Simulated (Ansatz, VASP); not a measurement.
**Two plane-wave programs on Pd**

```
CELL_PARAMETERS angstrom
0.00000 1.94650 1.94650
1.94650 0.00000 1.94650
1.94650 1.94650 0.00000
ATOMIC_POSITIONS crystal
Pd 0.00000 0.00000 0.00000
```

Alike in both runs: task single point; functional PBE; k mesh 8 × 8 × 8; occupations gaussian, width 0.05 eV; no spin polarisation.

|  | VASP | Ansatz |
| --- | --- | --- |
| version | VASP 6.6.1 | Ansatz 0.2.0 |
| potentials or method | VASP PAW PBE potentials, release 64 (Pd), cutoff 520 eV | scalar-relativistic, plane waves, PAW |
| valence electrons in the cell | 10 | 18 |

Ansatz gave:

```
gap on the k mesh at the Fermi level (eV) : none
pressure (GPa)                            : 7.9
```

Problem. Estimate VASP's values.

Solution. gap on the k mesh at the Fermi level (eV): none; pressure (GPa): 7.7.

A gap of «none» marks a metal or a gap that the smearing closes. The functional is the same, so the differences come from potentials, cutoffs and numerics. VASP's potentials hold 10 valence electrons a cell and Ansatz's 18, so a difference there can come from the potentials and not from the codes.
